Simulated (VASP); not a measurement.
# Sb (Pm-3m) in VASP: further runs, part 2 of 2

VASP 6.6.1. The steps go on from the part before.

## Step 5: Single point, PBE (volume scaled by 1.03)

The input, INCAR:

```
SYSTEM = Sb
PREC     = Accurate       ! precision mode
ENCUT    = 520            ! plane-wave cutoff, eV
EDIFF    = 1E-7           ! SCF threshold, eV
ISMEAR   = -1             ! smearing method
SIGMA    = 0.05           ! smearing width, eV
LREAL    = .FALSE.        ! projectors in reciprocal space
LASPH    = .TRUE.         ! aspherical terms in the spheres
NELM     = 60             ! most SCF steps
ALGO     = Normal         ! electronic algorithm
ISIF     = 2              ! what is computed and relaxed
LWAVE    = .FALSE.        ! write WAVECAR
LCHARG   = .TRUE.         ! write CHGCAR
GGA      = PE             ! functional
LELF     = .TRUE.         ! ELF
LVHAR    = .TRUE.       
NBANDS   = 8              ! bands
```

The input, KPOINTS:

```
Automatic mesh
0
G
  13 13 13
  0 0 0
```

The input, POSCAR:

```
Sb
1.0
    3.1912891636      0.0000000000      0.0000000000
    0.0000000000      3.1912891636      0.0000000000
    0.0000000000      0.0000000000      3.1912891636
Sb
1
Direct
    0.0000000000      0.0000000000      0.0000000000
```

Potentials or basis: VASP PAW PBE potentials, release 64 (Sb).

On the command line:

```console
$ cat potpaw_PBE.64/Sb/POTCAR > POTCAR
$ mpirun -np 1 vasp_std > vasp.out
```

OUTCAR:

```text
SYSTEM = Sb
   PREC = Accurate
   ENCUT = 520
   EDIFF = 1E-7
   ISMEAR = -1
   LREAL = .FALSE.
   LASPH = .TRUE.
   NELM = 60
   ISIF = 2
   GGA = PE

 ion  position               nearest neighbor table
   1  0.000  0.000  0.000-

  LATTYP: Found a simple cubic cell.
 ALAT       =     3.1912891636

  Lattice vectors:

 A1 = (   3.1912891636,   0.0000000000,   0.0000000000)
 A2 = (   0.0000000000,   3.1912891636,   0.0000000000)
 A3 = (   0.0000000000,   0.0000000000,   3.1912891636)

Analysis of symmetry for initial positions (statically):
=====================================================================
 Subroutine PRICEL returns:
 Original cell was already a primitive cell.

 Routine SETGRP: Setting up the symmetry group for a
 simple cubic supercell.

 Subroutine GETGRP returns: Found 48 space group operations
 (whereof 48 operations were pure point group operations)
 out of a pool of 48 trial point group operations.

The static configuration has the point symmetry O_h .

Analysis of symmetry for dynamics (positions and initial velocities):
=====================================================================
 Subroutine PRICEL returns:
 Original cell was already a primitive cell.

 Routine SETGRP: Setting up the symmetry group for a
 simple cubic supercell.

 Subroutine GETGRP returns: Found 48 space group operations
 (whereof 48 operations were pure point group operations)
 out of a pool of 48 trial point group operations.

The dynamic configuration has the point symmetry O_h .

 Subroutine INISYM returns: Found 48 space group operations
 (whereof 48 operations are pure point group operations),
 and found     1 'primitive' translations

----------------------------------------------------------------------------------------

                                     Primitive cell

  volume of cell :      32.5011

  direct lattice vectors                    reciprocal lattice vectors
     3.191289164  0.000000000  0.000000000     0.313352990  0.000000000  0.000000000
     0.000000000  3.191289164  0.000000000     0.000000000  0.313352990  0.000000000
     0.000000000  0.000000000  3.191289164     0.000000000  0.000000000  0.313352990

  length of vectors
     3.191289164  3.191289164  3.191289164     0.313352990  0.313352990  0.313352990

  position of ions in fractional coordinates (direct lattice)
     0.000000000  0.000000000  0.000000000

  ion indices of the primitive-cell ions
   primitive index   ion index
                 1           1

----------------------------------------------------------------------------------------

 KPOINTS: Automatic mesh

Automatic generation of k-mesh.
 Grid dimensions read from file:
 generate k-points for:   13   13   13

 Generating k-lattice:

  Cartesian coordinates                     Fractional coordinates (reciprocal lattice)
     0.024104076  0.000000000  0.000000000     0.076923077  0.000000000  0.000000000
     0.000000000  0.024104076  0.000000000     0.000000000  0.076923077  0.000000000
     0.000000000  0.000000000  0.024104076     0.000000000  0.000000000  0.076923077

  Length of vectors
     0.024104076  0.024104076  0.024104076

  Shift w.r.t. Gamma in fractional coordinates (k-lattice)
     0.000000000  0.000000000  0.000000000

 Subroutine IBZKPT returns following result:
 ===========================================

 Found     84 irreducible k-points:

 Following reciprocal coordinates:
            Coordinates               Weight
  0.000000  0.000000  0.000000      1.000000
  0.076923  0.000000  0.000000      6.000000
  0.153846  0.000000  0.000000      6.000000
  0.230769  0.000000  0.000000      6.000000
  0.307692  0.000000  0.000000      6.000000
  0.384615  0.000000  0.000000      6.000000
[... 16 lines left out ...]
  0.307692  0.307692  0.000000     12.000000
  0.384615  0.307692  0.000000     24.000000
 [... further k-points ...]
   k-points           NKPTS =     84   k-points in BZ     NKDIM =     84   number of bands    NBANDS=      8
   number of dos      NEDOS =    301   number of ions     NIONS =      1
   total plane-waves  NPLWV =  13824
   dimension x,y,z NGX =    24 NGY =   24 NGZ =   24
   dimension x,y,z NGXF=    48 NGYF=   48 NGZF=   48
   ions per type =               1
   NGX,Y,Z   is equivalent  to a cutoff of  12.50, 12.50, 12.50 a.u.
   NGXF,Y,Z  is equivalent  to a cutoff of  25.00, 25.00, 25.00 a.u.
 SYSTEM =  Sb
   PREC   = accura    normal or accurate (medium, high low for compatibility)
   ISTART =      0    job   : 0-new  1-cont  2-samecut
   ICHARG =      2    charge: 1-file 2-atom 10-const
   ISPIN  =      1    spin polarized calculation?
   LNONCOLLINEAR =      F non collinear calculations
   LSORBIT =      F    spin-orbit coupling
   LASPH  =      T    aspherical Exc in radial PAW
   ENCUT  =  520.0 eV  38.22 Ry    6.18 a.u.   5.93  5.93  5.93*2*pi/ulx,y,z
   NELM   =     60;   NELMIN=  2; NELMDL= -5     # of ELM steps
   EDIFF  = 0.1E-06   stopping-criterion for ELM
   LREAL  =      F    real-space projection
   EDIFFG = 0.1E-05   stopping-criterion for IOM
   NSW    =      0    number of steps for IOM
   IBRION =     -1    ionic relax: 0-MD 1-quasi-New 2-CG
   NFREE  =      0    steps in history (QN), initial steepest desc. (CG)
   ISIF   =      2    stress and relaxation
   ISYM   =      2    0-nonsym 1-usesym 2-fastsym
   POTIM  = 0.5000    time-step for ionic-motion
   TEBEG  =    0.0;   TEEND  =   0.0 temperature during run
   PSTRESS=    0.0 pullay stress
   NELECT =       5.0000    total number of electrons
   NUPDOWN=      -1.0000    fix difference up-down
   EMIN   =  10.00;   EMAX   =-10.00  energy-range for DOS
   EFERMI =   0.00;   METHOD = LEGACY
   ISMEAR =    -1;   SIGMA  =   0.05  broadening in eV -4-tet -1-fermi 0-gaus
   EFERMI_NEDOS =   21; number of points for ismear=-14 and -15
   IALGO  =     38    algorithm
   IMIX   =      4    mixing-type and parameters
     AMIX     =   0.40;   BMIX     =  1.00
     AMIX_MAG =   1.60;   BMIX_MAG =  1.00
  volume/ion in A,a.u.               =      32.50       219.33
  Fermi-wavevector in a.u.,A,eV,Ry     =   0.877200  1.657668 10.469411  0.769480
  Thomas-Fermi vector in A             =   1.997116
   LORBIT       =      0    0 simple, 1 ext, 2 COOP (PROOUT), +10 PAW based schemes
   GGA     = PE    functional components
   LHFCALC =     F    Hartree Fock is set to
   AEXX    =    0.0000 exact exchange contribution
   IVDW    =     0    specifies the selected vdW correction
   LEPSILON=     F    determine dielectric tensor
   LRPA    =     F    only Hartree local field effects (RPA)
 non-spin polarized calculation
  energy-cutoff  :      520.00
  volume of cell :       32.50
 maximum number of plane-waves:       897
 NGX is ok and might be reduce to    24
   NGX = 11   NGY = 11   NGZ = 11

 number of electron       5.0000001 magnetization

 Free energy of the ion-electron system (eV)
  ---------------------------------------------------
  ext. energy  EPLUGINS =         0.00000000
  ---------------------------------------------------
  free energy    TOTEN  =        -4.07479307 eV

  energy without entropy =       -4.07166091  energy(sigma->0) =       -4.07322699

 E-fermi :   6.1464     XC(G=0):  -9.2633

 val. band max:        6.1457591025   @ k =   0.3077   0.2308   0.1538
 cond. band min:       6.2948658390   @ k =   0.3077   0.2308   0.2308
 fundamental gap:      0.1491067365
 Fermi energy:         6.1464120830

 k-point     1 :       0.0000    0.0000    0.0000
  band No.  band energies     occupation
      1      -5.6634      2.00000
      2       9.1449      0.00000
      3       9.1449      0.00000
      4       9.1449      0.00000
      5      12.9390      0.00000
      6      12.9390      0.00000
      7      13.8485      0.00000
      8      23.2388      0.00000
[... 243 lines left out ...]
 k-point    24 :       0.3846    0.3077    0.0000
  band No.  band energies     occupation
      1      -2.8006      2.00000
      2       3.0203      2.00000
      3       4.7568      2.00000
      4      11.0761      0.00000
      5      11.6335      0.00000
      6      16.0929      0.00000
      7      18.7750      0.00000
      8      19.1917      0.00000

 [... further k-points ...]

------------------------ aborting loop because EDIFF is reached ----------------------------------------

  FORCE on cell =-STRESS in cart. coord.  units (eV):
  Direction    XX          YY          ZZ          XY          YZ          ZX
  --------------------------------------------------------------------------------------
  -------------------------------------------------------------------------------------
  Total       -0.7613436     -0.7613436     -0.7613436      0.0000000      0.0000000     -0.0000000
  in kB      -37.5312308    -37.5312308    -37.5312308      0.0000000      0.0000000     -0.0000000
  external PRESSURE =     -37.5312308 kB  Pullay stress =       0.0000000 kB

 VOLUME and BASIS-vectors are now :
 -----------------------------------------------------------------------------
  energy-cutoff  :      520.00
  volume of cell :       32.50
      direct lattice vectors                 reciprocal lattice vectors
     3.191289164  0.000000000  0.000000000     0.313352990  0.000000000  0.000000000
     0.000000000  3.191289164  0.000000000     0.000000000  0.313352990  0.000000000
     0.000000000  0.000000000  3.191289164     0.000000000  0.000000000  0.313352990

 POSITION                                       TOTAL-FORCE (eV/Angst)
 -----------------------------------------------------------------------------------
      0.00000      0.00000      0.00000         0.000000      0.000000      0.000000
 -----------------------------------------------------------------------------------
    total drift:                               -0.000000      0.000000      0.000000

  FREE ENERGIE OF THE ION-ELECTRON SYSTEM (eV)
  ---------------------------------------------------
  free  energy   TOTEN  =        -4.0747930710 eV

  energy  without entropy=       -4.0716609064  energy(sigma->0) =       -4.07322699
```

It took 6.6 s on 1 thread of Intel Xeon Platinum 8488C (Sapphire Rapids), shared host; peak memory 0.15 GiB.

Results:

* Free energy: -4.0748 eV
* Pressure: -3.8 GPa

Caveat: spin-orbit coupling is left out, which moves the levels of the heavy elements.

## Step 6: Single point, PBE (volume scaled by 1.06)

The input, INCAR:

```
SYSTEM = Sb
PREC = Accurate
ENCUT = 520
EDIFF = 1E-7
ISMEAR = -1
SIGMA = 0.05
LREAL = .False.
LASPH = .True.
NELM = 60
ALGO = Normal
ISIF = 2
LWAVE = .False.
LCHARG = .False.
GGA = PE
NBANDS = 8
```

The input, KPOINTS:

```
Automatic mesh
0
Gamma
  13 13 13
  0 0 0
```

The input, POSCAR:

```
Sb
1.0
    3.2219765188      0.0000000000      0.0000000000
    0.0000000000      3.2219765188      0.0000000000
    0.0000000000      0.0000000000      3.2219765188
Sb
1
Direct
    0.0000000000      0.0000000000      0.0000000000
```

Potentials or basis: VASP PAW PBE potentials, release 64 (Sb).

On the command line:

```console
$ cat potpaw_PBE.64/Sb/POTCAR > POTCAR
$ mpirun -np 1 vasp_std > vasp.out
```

OUTCAR:

```text
SYSTEM = Sb
   PREC = Accurate
   ENCUT = 520
   EDIFF = 1E-7
   ISMEAR = -1
   LREAL = .False.
   LASPH = .True.
   NELM = 60
   ISIF = 2
   GGA = PE

 ion  position               nearest neighbor table
   1  0.000  0.000  0.000-

  LATTYP: Found a simple cubic cell.
 ALAT       =     3.2219765188

  Lattice vectors:

 A1 = (   3.2219765188,   0.0000000000,   0.0000000000)
 A2 = (   0.0000000000,   3.2219765188,   0.0000000000)
 A3 = (   0.0000000000,   0.0000000000,   3.2219765188)

Analysis of symmetry for initial positions (statically):
=====================================================================
 Subroutine PRICEL returns:
 Original cell was already a primitive cell.

 Routine SETGRP: Setting up the symmetry group for a
 simple cubic supercell.

 Subroutine GETGRP returns: Found 48 space group operations
 (whereof 48 operations were pure point group operations)
 out of a pool of 48 trial point group operations.

The static configuration has the point symmetry O_h .

Analysis of symmetry for dynamics (positions and initial velocities):
[... 159 lines left out ...]
 val. band max:        5.7696596207   @ k =   0.3846   0.3077   0.3077
 cond. band min:       5.8235785690   @ k =   0.3077   0.2308   0.1538
 fundamental gap:      0.0539189483
 Fermi energy:         5.8117025291

 k-point     1 :       0.0000    0.0000    0.0000
  band No.  band energies     occupation
      1      -5.7972      2.00000
      2       8.7430      0.00000
      3       8.7430      0.00000
      4       8.7430      0.00000
      5      12.5866      0.00000
      6      12.5866      0.00000
      7      13.3553      0.00000
      8      22.7433      0.00000
[... 243 lines left out ...]
 k-point    24 :       0.3846    0.3077    0.0000
  band No.  band energies     occupation
      1      -3.0469      2.00000
      2       2.8010      2.00000
      3       4.4693      2.00000
      4      10.7756      0.00000
      5      11.1152      0.00000
      6      15.6500      0.00000
      7      18.3251      0.00000
      8      18.7558      0.00000

 [... further k-points ...]

------------------------ aborting loop because EDIFF is reached ----------------------------------------

  FORCE on cell =-STRESS in cart. coord.  units (eV):
  Direction    XX          YY          ZZ          XY          YZ          ZX
  --------------------------------------------------------------------------------------
  -------------------------------------------------------------------------------------
  Total       -0.9935352     -0.9935352     -0.9935352     -0.0000000     -0.0000000      0.0000000
  in kB      -47.5912085    -47.5912085    -47.5912085     -0.0000000     -0.0000000      0.0000000
  external PRESSURE =     -47.5912085 kB  Pullay stress =       0.0000000 kB

 VOLUME and BASIS-vectors are now :
 -----------------------------------------------------------------------------
  energy-cutoff  :      520.00
  volume of cell :       33.45
      direct lattice vectors                 reciprocal lattice vectors
     3.221976519  0.000000000  0.000000000     0.310368494  0.000000000  0.000000000
     0.000000000  3.221976519  0.000000000     0.000000000  0.310368494  0.000000000
     0.000000000  0.000000000  3.221976519     0.000000000  0.000000000  0.310368494

 POSITION                                       TOTAL-FORCE (eV/Angst)
 -----------------------------------------------------------------------------------
      0.00000      0.00000      0.00000         0.000000      0.000000      0.000000
 -----------------------------------------------------------------------------------
    total drift:                               -0.000000      0.000000      0.000000

  FREE ENERGIE OF THE ION-ELECTRON SYSTEM (eV)
  ---------------------------------------------------
  free  energy   TOTEN  =        -4.0495516319 eV

  energy  without entropy=       -4.0464056556  energy(sigma->0) =       -4.04797864
```

OSZICAR:

```text
N       E                     dE             d eps       ncg     rms          rms(c)
DAV:   1     0.480755083875E+01    0.48076E+01   -0.15487E+03  1344   0.392E+02
DAV:   2    -0.393187544421E+01   -0.87394E+01   -0.83075E+01  1880   0.498E+01
DAV:   3    -0.404458985482E+01   -0.11271E+00   -0.11265E+00  1592   0.653E+00
DAV:   4    -0.404511711840E+01   -0.52726E-03   -0.52726E-03  2072   0.536E-01
DAV:   5    -0.404511888256E+01   -0.17642E-05   -0.17648E-05  1656   0.205E-02    0.158E+00
DAV:   6    -0.404762772450E+01   -0.25088E-02   -0.16783E-03  1632   0.231E-01    0.921E-01
DAV:   7    -0.404949140680E+01   -0.18637E-02   -0.37684E-03  1512   0.343E-01    0.816E-02
DAV:   8    -0.404954822834E+01   -0.56822E-04   -0.11439E-04  1800   0.704E-02    0.913E-03
DAV:   9    -0.404955141003E+01   -0.31817E-05   -0.28837E-06  1840   0.107E-02    0.264E-03
DAV:  10    -0.404955156239E+01   -0.15236E-06   -0.12912E-06  1680   0.575E-03    0.383E-04
DAV:  11    -0.404955163188E+01   -0.69492E-07   -0.16638E-08  1584   0.796E-04
   1 F= -.40495516E+01 E0= -.40479786E+01  d E =-.314598E-02
```

It took 5.7 s on 1 thread of Intel Xeon Platinum 8488C (Sapphire Rapids), shared host; peak memory 0.15 GiB.

What came out:

| Item | Value |
| --- | --- |
| Free energy | -4.0496 eV |
| Pressure | -4.8 GPa |

Caveat: spin-orbit coupling is left out, which moves the levels of the heavy elements.

## Step 7: Summary

| cell | gap on the mesh (eV) | pressure (GPa) |
| --- | --- | --- |
| a = 3.149 Å, 1 atom | none | -2.1 |
| a = 3.170 Å, 1 atom | none | -3.0 |
| a = 3.181 Å, 1 atom | none | -3.4 |
| a = 3.191 Å, 1 atom | none | -3.8 |
| a = 3.222 Å, 1 atom | none | -4.8 |

Alike in all rows: task single point; level PBE; potentials or basis VASP PAW PBE potentials, release 64 (Sb); no spin polarisation; k mesh 13 × 13 × 13; cutoff (eV) 520; smearing fermi-dirac 0.05 eV.

Caveats: spin-orbit coupling is left out, which moves the levels of the heavy elements.

Absolute energies hang on the potentials; compare differences alone.
